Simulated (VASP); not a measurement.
# HfS2 (P-3m1) in VASP: notebook

Runs on HfS2. Level: PBE. Tasks: single point.

Everything below comes from runs of VASP 6.6.1. Logs are shortened: lines on timing, memory, paths and dates and some standing lists are left out, and cuts for length are marked.

## (1) The cell of the first run

The structure is trigonal, space group P-3m1 (No. 164). The conventional cell has a = 3.776 Å, b = 3.776 Å, c = 5.761 Å, α = 90.00°, β = 90.00°, γ = 120.00°. Within 3.4 Å of Hf (site symmetry -3m) lie 6 S at 2.58 Å. Within 3.8 Å of S (site symmetry 3m) lie 3 Hf at 2.58 Å and 12 S at 3.50 to 3.78 Å.

## (2) Single point, PBE (epitaxial xy strain +4.0%)

File INCAR:

```
PREC = Accurate ; ENCUT = 500
EDIFF = 1E-6 ; ISMEAR = 0
SIGMA = 0.01 ; LREAL = F
LASPH = T ; NELM = 120
ALGO = Normal ; ISIF = 2
LWAVE = F ; LCHARG = F
GGA = PE ; NBANDS = 18
GGA_COMPAT = F
```

File KPOINTS:

```
Automatic mesh
0
Gamma
  6 6 2
```

File POSCAR:

```
HfS2
1.0
    3.7755077968      0.0000000000      0.0000000000
   -1.8877538984      3.2696856642      0.0000000000
    0.0000000000      0.0000000000      5.7607909876
Hf S
1 2
Direct
    0.0000000000      0.0000000000      0.0000000000
    0.3333333333      0.6666666667      0.2379776162
    0.6666666667      0.3333333333      0.7620223838
```

Potentials or basis: VASP PAW PBE potentials, release 64 (Hf_pv, S).

Launch:

```console
$ cat potpaw_PBE.64/Hf_pv/POTCAR potpaw_PBE.64/S/POTCAR > POTCAR
$ mpirun -np 1 vasp_std > vasp.out
```

OUTCAR:

```text
PREC = Accurate
   ENCUT = 500
   EDIFF = 1E-6
   ISMEAR = 0
   LREAL = F
   LASPH = T
   NELM = 120
   ISIF = 2
   GGA = PE

 ion  position               nearest neighbor table
   1  0.000  0.000  0.000-   2 2.58   3 2.58   2 2.58   3 2.58   3 2.58   2 2.58
   2  0.333  0.667  0.238-   1 2.58   1 2.58   1 2.58
   3  0.667  0.333  0.762-   1 2.58   1 2.58   1 2.58

  LATTYP: Found a hexagonal cell.
 ALAT       =     3.7755077968
 C/A-ratio  =     1.5258320993

  Lattice vectors:

 A1 = (   3.7755077968,   0.0000000000,   0.0000000000)
 A2 = (  -1.8877538984,   3.2696856642,   0.0000000000)
 A3 = (   0.0000000000,   0.0000000000,   5.7607909876)

Analysis of symmetry for initial positions (statically):
=====================================================================
 Subroutine PRICEL returns:
 Original cell was already a primitive cell.

 Routine SETGRP: Setting up the symmetry group for a
 hexagonal supercell.

 Subroutine GETGRP returns: Found 12 space group operations
 (whereof 12 operations were pure point group operations)
 out of a pool of 24 trial point group operations.

The static configuration has the point symmetry D_3d.

Analysis of symmetry for dynamics (positions and initial velocities):
=====================================================================
 Subroutine PRICEL returns:
 Original cell was already a primitive cell.

 Routine SETGRP: Setting up the symmetry group for a
 hexagonal supercell.

 Subroutine GETGRP returns: Found 12 space group operations
 (whereof 12 operations were pure point group operations)
 out of a pool of 24 trial point group operations.

The dynamic configuration has the point symmetry D_3d.

 Subroutine INISYM returns: Found 12 space group operations
 (whereof 12 operations are pure point group operations),
 and found     1 'primitive' translations

----------------------------------------------------------------------------------------

                                     Primitive cell

  volume of cell :      71.1154

  direct lattice vectors                    reciprocal lattice vectors
     3.775507797  0.000000000  0.000000000     0.264865034  0.152919899  0.000000000
    -1.887753898  3.269685664  0.000000000     0.000000000  0.305839797  0.000000000
     0.000000000  0.000000000  5.760790988     0.000000000  0.000000000  0.173587273

  length of vectors
     3.775507797  3.775507797  5.760790988     0.305839797  0.305839797  0.173587273

  position of ions in fractional coordinates (direct lattice)
     0.000000000  0.000000000  0.000000000
     0.333333333  0.666666667  0.237977616
     0.666666667  0.333333333  0.762022384

  ion indices of the primitive-cell ions
   primitive index   ion index
                 1           1
                 2           2
                 3           3

----------------------------------------------------------------------------------------

 KPOINTS: Automatic mesh

Automatic generation of k-mesh.
 Grid dimensions read from file:
 generate k-points for:    6    6    2

 Generating k-lattice:

  Cartesian coordinates                     Fractional coordinates (reciprocal lattice)
     0.044144172  0.025486650  0.000000000     0.166666667  0.000000000  0.000000000
     0.000000000  0.050973300  0.000000000     0.000000000  0.166666667  0.000000000
     0.000000000  0.000000000  0.086793637     0.000000000  0.000000000  0.500000000

  Length of vectors
     0.050973300  0.050973300  0.086793637

  Shift w.r.t. Gamma in fractional coordinates (k-lattice)
     0.000000000  0.000000000  0.000000000

 Subroutine IBZKPT returns following result:
 ===========================================

 Found     14 irreducible k-points:

 Following reciprocal coordinates:
            Coordinates               Weight
  0.000000  0.000000  0.000000      1.000000
  0.166667  0.000000  0.000000      6.000000
  0.333333  0.000000  0.000000      6.000000
  0.500000  0.000000  0.000000      3.000000
  0.166667  0.166667  0.000000      6.000000
  0.333333  0.166667  0.000000     12.000000
  0.333333  0.333333  0.000000      2.000000
  0.000000  0.000000  0.500000      1.000000
  0.166667  0.000000  0.500000      6.000000
  0.333333  0.000000  0.500000      6.000000
  0.500000  0.000000  0.500000      3.000000
  0.166667  0.166667  0.500000      6.000000
  0.333333  0.166667  0.500000     12.000000
  0.333333  0.333333  0.500000      2.000000
   k-points           NKPTS =     14   k-points in BZ     NKDIM =     14   number of bands    NBANDS=     18
   number of dos      NEDOS =    301   number of ions     NIONS =      3
   total plane-waves  NPLWV =  32928
   dimension x,y,z NGX =    28 NGY =   28 NGZ =   42
   dimension x,y,z NGXF=    56 NGYF=   56 NGZF=   84
   ions per type =               1   2
   NGX,Y,Z   is equivalent  to a cutoff of  12.33, 12.33, 12.12 a.u.
   NGXF,Y,Z  is equivalent  to a cutoff of  24.66, 24.66, 24.24 a.u.
 SYSTEM =  unknown system
   PREC   = accura    normal or accurate (medium, high low for compatibility)
   ISTART =      0    job   : 0-new  1-cont  2-samecut
   ICHARG =      2    charge: 1-file 2-atom 10-const
   ISPIN  =      1    spin polarized calculation?
   LNONCOLLINEAR =      F non collinear calculations
   LSORBIT =      F    spin-orbit coupling
   LASPH  =      T    aspherical Exc in radial PAW
   ENCUT  =  500.0 eV  36.75 Ry    6.06 a.u.   6.88  6.88 10.50*2*pi/ulx,y,z
   NELM   =    120;   NELMIN=  2; NELMDL= -5     # of ELM steps
   EDIFF  = 0.1E-05   stopping-criterion for ELM
   LREAL  =      F    real-space projection
   EDIFFG = 0.1E-04   stopping-criterion for IOM
   NSW    =      0    number of steps for IOM
   IBRION =     -1    ionic relax: 0-MD 1-quasi-New 2-CG
   NFREE  =      0    steps in history (QN), initial steepest desc. (CG)
   ISIF   =      2    stress and relaxation
   ISYM   =      2    0-nonsym 1-usesym 2-fastsym
   POTIM  = 0.5000    time-step for ionic-motion
   TEBEG  =    0.0;   TEEND  =   0.0 temperature during run
   PSTRESS=    0.0 pullay stress
   NELECT =      22.0000    total number of electrons
   NUPDOWN=      -1.0000    fix difference up-down
   EMIN   =  10.00;   EMAX   =-10.00  energy-range for DOS
   EFERMI =   0.00;   METHOD = LEGACY
   ISMEAR =     0;   SIGMA  =   0.01  broadening in eV -4-tet -1-fermi 0-gaus
   EFERMI_NEDOS =   21; number of points for ismear=-14 and -15
   IALGO  =     38    algorithm
   IMIX   =      4    mixing-type and parameters
     AMIX     =   0.40;   BMIX     =  1.00
     AMIX_MAG =   1.60;   BMIX_MAG =  1.00
  volume/ion in A,a.u.               =      23.71       159.97
  Fermi-wavevector in a.u.,A,eV,Ry     =   1.107205  2.092313 16.679411  1.225902
  Thomas-Fermi vector in A             =   2.243716
   LORBIT       =      0    0 simple, 1 ext, 2 COOP (PROOUT), +10 PAW based schemes
   GGA     = PE    functional components
   LHFCALC =     F    Hartree Fock is set to
   AEXX    =    0.0000 exact exchange contribution
   IVDW    =     0    specifies the selected vdW correction
   LEPSILON=     F    determine dielectric tensor
   LRPA    =     F    only Hartree local field effects (RPA)
 non-spin polarized calculation
 Gauss-broadening in eV      SIGMA  =   0.01
  energy-cutoff  :      500.00
  volume of cell :       71.12
 maximum number of plane-waves:      1826
 NGX is ok and might be reduce to    28
   NGX = 13   NGY = 13   NGZ = 21

 number of electron      21.9999998 magnetization

 Free energy of the ion-electron system (eV)
  ---------------------------------------------------
  ext. energy  EPLUGINS =         0.00000000
  ---------------------------------------------------
  free energy    TOTEN  =       -22.80033169 eV

  energy without entropy =      -22.80033169  energy(sigma->0) =      -22.80033169

 E-fermi :   3.0366     XC(G=0):  -9.3590

 val. band max:        2.9886754163   @ k =   0.0000   0.0000   0.0000
 cond. band min:       4.1989423328   @ k =   0.5000   0.0000   0.5000
 fundamental gap:      1.2102669166
 Fermi energy:         3.0365651314

 k-point     1 :       0.0000    0.0000    0.0000
  band No.  band energies     occupation
      1     -28.1956      2.00000
      2     -28.0762      2.00000
      3     -28.0762      2.00000
      4     -10.0695      2.00000
      5      -8.3533      2.00000
      6      -1.5406      2.00000
[... 10 lines left out ...]
     17       8.2324      0.00000
     18       8.3426      0.00000

 k-point     2 :       0.1667    0.0000    0.0000
  band No.  band energies     occupation
      1     -28.1898      2.00000
      2     -28.1082      2.00000
      3     -28.0834      2.00000
      4      -9.7964      2.00000
      5      -8.4278      2.00000
      6      -1.2143      2.00000
[... 10 lines left out ...]
     17       9.1677      0.00000
     18       9.9877      0.00000

 k-point     3 :       0.3333    0.0000    0.0000
  band No.  band energies     occupation
      1     -28.1796      2.00000
      2     -28.1700      2.00000
      3     -28.0979      2.00000
      4      -9.1843      2.00000
      5      -8.5665      2.00000
      6      -1.1347      2.00000
[... 10 lines left out ...]
     17       9.9226      0.00000
     18      10.6071      0.00000

 k-point     4 :       0.5000    0.0000    0.0000
  band No.  band energies     occupation
      1     -28.2032      2.00000
      2     -28.1717      2.00000
      3     -28.1051      2.00000
      4      -8.8686      2.00000
      5      -8.5885      2.00000
      6      -1.8060      2.00000
[... 165 lines left out ...]
      4      -9.1622      2.00000
      5      -8.7506      2.00000
      6      -0.8806      2.00000
[... 10 lines left out ...]
     17      10.5445      0.00000
     18      10.9814      0.00000

 k-point    13 :       0.3333    0.1667    0.5000
  band No.  band energies     occupation
      1     -28.1867      2.00000
      2     -28.1721      2.00000
      3     -28.1217      2.00000
      4      -8.8391      2.00000
      5      -8.6099      2.00000
      6      -1.5033      2.00000
[... 10 lines left out ...]
     17       9.9738      0.00000
     18      10.0516      0.00000

 k-point    14 :       0.3333    0.3333    0.5000
  band No.  band energies     occupation
      1     -28.1696      2.00000
      2     -28.1637      2.00000
      3     -28.1637      2.00000
      4      -8.6474      2.00000
      5      -8.6474      2.00000
      6      -0.8751      2.00000
[... 10 lines left out ...]
     17      10.8721      0.00000
     18      11.1416      0.00000

------------------------ aborting loop because EDIFF is reached ----------------------------------------

  FORCE on cell =-STRESS in cart. coord.  units (eV):
  Direction    XX          YY          ZZ          XY          YZ          ZX
  --------------------------------------------------------------------------------------
  -------------------------------------------------------------------------------------
  Total       -2.0074640     -2.0074640      0.8195370     -0.0000000     -0.0000000      0.0000000
  in kB      -45.2266945    -45.2266945     18.4635694     -0.0000000     -0.0000000      0.0000000
  external PRESSURE =     -23.9966065 kB  Pullay stress =       0.0000000 kB

 VOLUME and BASIS-vectors are now :
 -----------------------------------------------------------------------------
  energy-cutoff  :      500.00
  volume of cell :       71.12
      direct lattice vectors                 reciprocal lattice vectors
     3.775507797  0.000000000  0.000000000     0.264865034  0.152919899  0.000000000
    -1.887753898  3.269685664  0.000000000     0.000000000  0.305839797  0.000000000
     0.000000000  0.000000000  5.760790988     0.000000000  0.000000000  0.173587273

 POSITION                                       TOTAL-FORCE (eV/Angst)
 -----------------------------------------------------------------------------------
      0.00000      0.00000      0.00000        -0.000000      0.000000      0.000000
     -0.00000      2.17979      1.37094         0.000000     -0.000000      0.009179
      1.88775      1.08990      4.38985         0.000000      0.000000     -0.009179
 -----------------------------------------------------------------------------------
    total drift:                               -0.000000     -0.000000     -0.000000

  FREE ENERGIE OF THE ION-ELECTRON SYSTEM (eV)
  ---------------------------------------------------
  free  energy   TOTEN  =       -22.8003316868 eV

  energy  without entropy=      -22.8003316868  energy(sigma->0) =      -22.80033169
```

It took 30 s on 1 thread of Intel Xeon 8259CL, shared host; peak memory 0.18 GiB.

What came out:

```yaml
Free_energy: -22.8003 eV
Pressure: -2.4 GPa
Largest_force: 0.009 eV/Å
Band_gap_on_the_k_mesh: 1.21 eV (least direct gap 1.67 eV)
```

Forces in eV/Å, atoms in the order of the input:
```
Hf   0.000  0.000  0.000
S    0.000  0.000  0.009
S    0.000  0.000 -0.009
```

Caveat: the k points lie up to 0.55 Å⁻¹ apart; the cell differs from its parent crystal (epitaxial xy strain +4.0%); spin-orbit coupling is left out, which moves the levels of the heavy elements; this functional lacks dispersion, which binds the layers, so the pressure and a relaxed spacing across them are unreliable. A k mesh can miss the band edges.

## (3) Single point, PBE (epitaxial xy strain -4.0%)

File INCAR:

```
SYSTEM = HfS2
ALGO = Normal
EDIFF = 1E-6
ENCUT = 500
GGA = PE
GGA_COMPAT = .FALSE.
ISIF = 2
ISMEAR = -1
LASPH = .TRUE.
LCHARG = .TRUE.
LELF = .TRUE.
LREAL = .FALSE.
LVHAR = .TRUE.
LWAVE = .FALSE.
NBANDS = 18
NELM = 120
PREC = Accurate
SIGMA = 0.02
```

File KPOINTS:

```
k-points
0
G
  12 12 4
  0 0 0
```

File POSCAR:

```
HfS2
1.0
    3.4850841201      0.0000000000      0.0000000000
   -1.7425420600      3.0181713824      0.0000000000
    0.0000000000      0.0000000000      5.9726340818
Hf S
1 2
Direct
    0.0000000000      0.0000000000      0.0000000000
    0.3333333333      0.6666666667      0.2512889463
    0.6666666667      0.3333333333      0.7487110537
```

Potentials or basis: VASP PAW PBE potentials, release 64 (Hf_pv, S).

Launch:

```console
$ cat potpaw_PBE.64/Hf_pv/POTCAR potpaw_PBE.64/S/POTCAR > POTCAR
$ mpirun -np 1 vasp_std > vasp.out
```

Run time: 2 min. Hardware: 1 thread of Intel Xeon 8259CL, shared host; peak memory 0.23 GiB.

It converged, with:

* Free energy: -22.7507 eV
* Pressure: 6.9 GPa
* Largest force: 0.099 eV/Å
* Band gap on the k mesh: 0.56 eV (least direct gap 1.56 eV)

Forces on the atoms (eV/Å):
```
Hf   0.000  0.000  0.000
S    0.000  0.000  0.099
S    0.000  0.000 -0.099
```

Stress tensor (GPa, compression positive):
```
9.04 0.00 0.00
0.00 9.04 0.00
0.00 0.00 2.69
```

Levels at points of the mesh, in eV from the valence-band top:
| k point | band 7 | band 8 | band 9 | band 10 | band 11 | band 12 | band 13 | band 14 | band 15 | band 16 |
| --- | --- | --- | --- | --- | --- | --- | --- | --- | --- | --- |
| (0.00, 0.00, 0.00) | -2.70 | -2.70 | -0.32 | 0.00 | 0.00 | 1.98 | 1.98 | 2.12 | 5.30 | 5.30 |
| (0.50, 0.00, 0.00) | -3.24 | -2.97 | -2.58 | -2.26 | -1.27 | 0.83 | 4.47 | 4.76 | 5.95 | 6.48 |
| (0.00, 0.00, 0.50) | -2.66 | -2.66 | -2.31 | -0.14 | -0.14 | 1.94 | 1.94 | 2.75 | 5.73 | 5.73 |
| (0.50, 0.00, 0.50) | -3.85 | -2.87 | -2.74 | -1.17 | -1.00 | 0.56 | 4.46 | 4.78 | 5.44 | 5.89 |

Caveat: the cell differs from its parent crystal (epitaxial xy strain -4.0%); the cell stands under pressure; spin-orbit coupling is left out, which moves the levels of the heavy elements; this functional lacks dispersion, which binds the layers, so the pressure and a relaxed spacing across them are unreliable. A k mesh can miss the band edges.

## (4) Single point, PBE (epitaxial xy strain -3.0%)

File INCAR:

```
  PREC = Accurate
  ENCUT = 500
  EDIFF = 1E-6
  ISMEAR = -1
  SIGMA = 0.02
  LREAL = F
  LASPH = T
  NELM = 120
  ALGO = Normal
  ISIF = 2
  LWAVE = F
  LCHARG = F
  GGA = PE
  NBANDS = 18
  GGA_COMPAT = F
```

File KPOINTS:

```
Automatic mesh
0
Gamma
  12 12 4
```

File POSCAR:

```
HfS2
1.0
    3.5213870797      0.0000000000      0.0000000000
   -1.7606935398      3.0496106676      0.0000000000
    0.0000000000      0.0000000000      5.9501995588
Hf S
1 2
Direct
    0.0000000000      0.0000000000      0.0000000000
    0.3333333333      0.6666666667      0.2496609635
    0.6666666667      0.3333333333      0.7503390365
```

Launch:

```console
$ cat potpaw_PBE.64/Hf_pv/POTCAR potpaw_PBE.64/S/POTCAR > POTCAR
$ mpirun -np 1 vasp_std > vasp.out
```

Run time: 1.8 min. Hardware: 1 thread of Intel Xeon 8259CL, shared host; peak memory 0.23 GiB.

Results (log left out):

| Item | Value |
| --- | --- |
| Free energy | -22.8103 eV |
| Pressure | 5.4 GPa |
| Largest force | 0.086 eV/Å |
| Band gap on the k mesh | 0.73 eV (least direct gap 1.72 eV) |

Forces on the atoms (eV/Å):
```
Hf   0.000  0.000  0.000
S    0.000  0.000  0.086
S    0.000  0.000 -0.086
```

Stress tensor (GPa, compression positive):
```
6.85 0.00 0.00
0.00 6.85 0.00
0.00 0.00 2.56
```

Levels at points of the mesh, in eV from the valence-band top:
```
           k point  band 9  band 10  band 11  band 12  band 13  band 14
(0.00, 0.00, 0.00)   -0.20     0.00     0.00     2.01     2.01     2.29
(0.50, 0.00, 0.00)   -2.53    -2.16    -1.26     0.96     4.38     4.60
(0.00, 0.00, 0.50)   -2.15    -0.14    -0.14     1.97     1.97     2.82
(0.50, 0.00, 0.50)   -2.69    -1.07    -0.99     0.73     4.37     4.63
```

Caveat: the cell differs from its parent crystal (epitaxial xy strain -3.0%); the cell stands under pressure; spin-orbit coupling is left out, which moves the levels of the heavy elements; this functional lacks dispersion, which binds the layers, so the pressure and a relaxed spacing across them are unreliable. A k mesh can miss the band edges.

## (5) The runs side by side

```csv
cell,k mesh,smearing,gap on the mesh (eV),pressure (GPa),largest force (eV/Å)
"a = 3.776, b = 3.776, c = 5.761 Å, angles 90.0, 90.0, 120.0°, 3 atoms, atomic positions A",6 × 6 × 2,gaussian 0.01 eV,1.21,-2.4,0.01
"a = 3.485, b = 3.485, c = 5.973 Å, angles 90.0, 90.0, 120.0°, 3 atoms, atomic positions B",12 × 12 × 4,fermi-dirac 0.02 eV,0.56,6.9,0.10
"a = 3.521, b = 3.521, c = 5.950 Å, angles 90.0, 90.0, 120.0°, 3 atoms, atomic positions B",12 × 12 × 4,fermi-dirac 0.02 eV,0.73,5.4,0.09
```

Alike in all rows: task single point; level PBE; potentials or basis VASP PAW PBE potentials, release 64 (Hf_pv, S); no spin polarisation; cutoff (eV) 500.

Caveats: some runs use coarse meshes; spin-orbit coupling is left out, which moves the levels of the heavy elements; this functional lacks dispersion, which binds the layers, so the pressure and a relaxed spacing across them are unreliable; the cell stands under pressure (at least some runs).

Total energies depend on the potentials used, so only differences within one code and one set of settings carry meaning.
